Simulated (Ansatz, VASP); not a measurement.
Two plane-wave programs on MgS

Contents of INCAR:

```
PREC = Accurate
ENCUT = 600
EDIFF = 1E-7
ISMEAR = -1
SIGMA = 0.03
LREAL = False
LASPH = True
NELM = 60
ALGO = Normal
ISIF = 3
LWAVE = False
LCHARG = False
GGA = PE
IBRION = 2
NSW = 100
EDIFFG = -0.005
```

File KPOINTS:

```
regular mesh
0
Gamma
  14 14 14
```

POSCAR

```
MgS
1.0
    0.0000000000      2.4445947985      2.4445947985
    2.4445947985      0.0000000000      2.4445947985
    2.4445947985      2.4445947985      0.0000000000
Mg S
1 1
Direct
    0.0000000000      0.0000000000      0.0000000000
    0.5000000000      0.5000000000      0.5000000000
```

Input for Ansatz:

```yaml
crystal:
  lattice:
    - [0.0, 2.4445947985, 2.4445947985]
    - [2.4445947985, 0.0, 2.4445947985]
    - [2.4445947985, 2.4445947985, 0.0]
  atoms:
    - { symbol: Mg, position: [0.0, 0.0, 0.0] }
    - { symbol: S, position: [0.5, 0.5, 0.5] }
kpoints:
  mp_grid: { grid: [14, 14, 14] }
scf:
  occupations: { method: fermi_dirac, width: 0.03 }
hamiltonian:
  xc: pbe
  pseudopotentials: { kind: paw }
output:
  forces: true
  stress: true
  write_density: true
  write_potential: true
  elf: true
  volumetric_format: npy
relax:
  f_tol: 0.005
  max_steps: 80
  cell: {}
```

Alike in both runs: task relaxation of cell and atoms; functional PBE; k mesh 14 × 14 × 14; occupations fermi-dirac, width 0.03 eV; no spin polarisation.

|  | VASP | Ansatz |
| --- | --- | --- |
| version | VASP 6.6.1 | Ansatz 0.2.0 |
| potentials or method | VASP PAW PBE potentials, release 64 (Mg, S) | PAW with Ansatz's default frozen-core files, scalar-relativistic |
| plane-wave cutoff (eV) | 600 | 420 |
| valence electrons in the cell | 8 | 16 |

```csv
,VASP,Ansatz,Ansatz less VASP
"gap on the k mesh at the Fermi level, each at its own relaxed structure (eV)",2.75,2.76,+0.007
relaxed volume (Å³/atom),17.80,17.87,+0.066
relaxed cell length with the largest relative difference (Å),3.693,3.697,+0.0046
```

VASP's potentials hold 8 valence electrons a cell and Ansatz's 16, so a difference there can come from the potentials and not from the codes.

Noted on VASP's run: the volume moved by over 15 % at a fixed basis, so the end points are rough.
